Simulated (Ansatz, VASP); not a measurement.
AlNi in VASP and in Ansatz

The input INCAR:

```
PREC = Accurate ; ENCUT = 520
EDIFF = 1E-6 ; ISMEAR = 0
SIGMA = 0.15 ; LREAL = F
LASPH = T ; NELM = 100
ALGO = Fast ; ISIF = 2
LWAVE = F ; LCHARG = T
GGA = PS ; LELF = T
LVHAR = T ; NBANDS = 14
```

Contents of KPOINTS:

```
Automatic mesh
0
Gamma
  16 16 16
```

Contents of POSCAR:

```
AlNi
1.0
    2.6505200000      0.0000000000      0.0000000000
    0.0000000000      2.6505200000      0.0000000000
    0.0000000000      0.0000000000      2.6505200000
Al Ni
1 1
Direct
    0.0000000000      0.0000000000      0.0000000000
    0.5000000000      0.5000000000      0.5000000000
```

Input for Ansatz:

```yaml
crystal:
  lattice:
    - [2.65052, 0.0, 0.0]
    - [0.0, 2.65052, 0.0]
    - [0.0, 0.0, 2.65052]
  atoms:
    - { symbol: Al, position: [0.0, 0.0, 0.0] }
    - { symbol: Ni, position: [0.5, 0.5, 0.5] }
basis:
  ecutwfc: 420
kpoints:
  mp_grid: { grid: [16, 16, 16] }
hamiltonian:
  xc: pbesol
scf:
  occupations: { method: gaussian, width: 0.15 }
output:
  forces: true
  stress: true
  eigenvalues: true
```

Change from the starting cell: strain -0.080 along x and y, -0.080 along z, atoms carried along.

Alike in both runs: task single point; functional PBEsol; k mesh 16 × 16 × 16; occupations gaussian, width 0.15 eV; no spin polarisation.

```csv
,VASP,Ansatz
version,VASP 6.6.1,Ansatz 0.2.0
potentials or method,"VASP PAW PBE potentials, release 64 (Al, Ni), cutoff 520 eV","scalar-relativistic, plane waves, PAW"
valence electrons in the cell,13,21
```

VASP gave:

| Quantity | Value |
| --- | --- |
| gap on the k mesh at the Fermi level (eV) | none |
| pressure (GPa) | 65.4 |

**Question.** What did Ansatz give for the same quantities?

**Answer.** gap on the k mesh at the Fermi level (eV): none; pressure (GPa): 65.5.

VASP's potentials were made for PBE, not for PBEsol. A gap of «none» marks a metal or a gap that the smearing closes. Both programs put the cell under a high pressure, so it lies far from rest at this level. VASP's potentials hold 13 valence electrons a cell and Ansatz's 21, so a difference there can come from the potentials and not from the codes.

Noted on VASP's run: the cell as given lies far from equilibrium.
